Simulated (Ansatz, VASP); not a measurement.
One calculation of MoS2, two programs

```xyz
12
Lattice="6.2994 0.0000 0.0000 -3.1497 5.4555 0.0000 0.0000 0.0000 6.6475" Properties=species:S:1:pos:R:3 pbc="T T T"
Mo    1.6536    2.7732   -0.0783
Mo    3.1497    0.0000    0.0000
Mo   -1.5749    2.7277    0.0000
Mo    0.0000    0.0000    0.0000
S     0.0000    1.8185    1.5666
S    -1.5749    4.5462    1.5666
S     3.1497    1.8185    1.5666
S     1.5749    4.5462    1.5666
S     0.0000    1.8185    5.0809
S    -1.5749    4.5462    5.0809
S     3.1497    1.8185    5.0809
S     1.5749    4.5462    5.0809
```

Alike in both runs: task single point; functional PBE; dispersion D3(BJ); k mesh 6 × 6 × 4; occupations gaussian, width 0.05 eV; no spin polarisation.

|  | VASP | Ansatz |
| --- | --- | --- |
| version | VASP 6.6.1 | Ansatz 0.2.0 |
| potentials or method | VASP PAW PBE potentials, release 64 (Mo_sv, S), cutoff 520 eV | scalar-relativistic, plane waves, PAW |
| valence electrons in the cell | 104 | 104 |

VASP gave:

| Quantity | Value |
| --- | --- |
| gap on the k mesh at the Fermi level (eV) | 1.08 |
| least direct gap on the mesh (eV) | 1.53 |
| pressure (GPa) | 0.2 |
| traceless stress, the component that is largest in VASP (GPa) | -0.37 |
| rms of the force components (eV/Å) | 0.583 |

**Question.** Estimate Ansatz's values.

**Answer.** gap on the k mesh at the Fermi level (eV): 1.07; least direct gap on the mesh (eV): 1.53; pressure (GPa): 0.3; traceless stress, the component that is largest in VASP (GPa): -0.38; rms of the force components (eV/Å): 0.584.

Atom by atom the forces differ by 0.006 eV/Å (rms over components).
